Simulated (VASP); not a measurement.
Crystal: BeSe3.

```
CELL_PARAMETERS angstrom
5.10000 0.00000 0.00000
0.00000 5.10000 0.00000
0.00000 0.00000 6.75000
ATOMIC_POSITIONS crystal
Be 0.00000 0.00000 0.00000
Be 0.50000 0.50000 0.00000
Se 0.25000 0.75000 0.81000
Se 0.75000 0.25000 0.81000
Se 0.25000 0.25000 0.19000
Se 0.75000 0.75000 0.19000
Se 0.50000 0.00000 0.41000
Se 0.00000 0.50000 0.59000
```

* Program: VASP 6.6.1
* Task: relaxation of cell and atoms
* Functional: PBE
* Potentials or basis: VASP PAW PBE potentials, release 64 (Be, Se)
* Cutoff: 600 eV
* k mesh: 3 × 3 × 3
* Occupations: gaussian, width 0.2 eV
* Spin: no spin polarisation

At the start: pressure 5.3 GPa; volume 21.95 Å³/atom.

Where does the relaxation end?

Over 10 steps the energy falls by 93.3 meV/atom and the volume is 25.71 Å³/atom (+17.2 %); space group P-42_1m (No. 113, to 0.1 Å) before and after.

The path:
| step | energy change (eV) | largest force (eV/Å) | pressure (GPa) | volume (Å³) |
| --- | --- | --- | --- | --- |
| 1 | 0.0000 | 1.1241 | 5.25 | 175.57 |
| 2 | -0.2729 | 1.4093 | -1.93 | 194.49 |
| 3 | -0.3035 | 1.1503 | -0.45 | 189.52 |
| 4 | -0.4278 | 0.9430 | -0.31 | 190.99 |
| 5 | -0.6516 | 0.2757 | 0.37 | 195.46 |
| 6 | -0.4768 | 1.1277 | 2.52 | 204.60 |
| 7 | -0.6820 | 0.1555 | 0.97 | 198.12 |
| 8 | -0.7116 | 0.2404 | -1.07 | 207.99 |
| 9 | -0.7161 | 0.1336 | -0.55 | 205.24 |
| 10 | -0.7462 | 0.0698 | -0.08 | 205.69 |

Final structure:
```yaml
crystal:
  lattice:
    - [5.25696, 0.00000, 0.00000]
    - [0.00000, 5.25696, 0.00000]
    - [0.00000, 0.00000, 7.44305]
  atoms:
    - { symbol: Be, position: [0.00000, 0.00000, 0.00000] }
    - { symbol: Be, position: [0.50000, 0.50000, 0.00000] }
    - { symbol: Se, position: [0.26131, 0.76131, 0.83138] }
    - { symbol: Se, position: [0.73869, 0.23869, 0.83138] }
    - { symbol: Se, position: [0.23869, 0.26131, 0.16862] }
    - { symbol: Se, position: [0.76131, 0.73869, 0.16862] }
    - { symbol: Se, position: [0.50000, 0.00000, 0.35477] }
    - { symbol: Se, position: [0.00000, 0.50000, 0.64523] }
```

Caveat: the volume moved by over 15 % at a fixed basis, so the end points are rough; the relaxation stopped at a loose force limit of 0.08 eV/Å, so its end isn't a converged minimum.
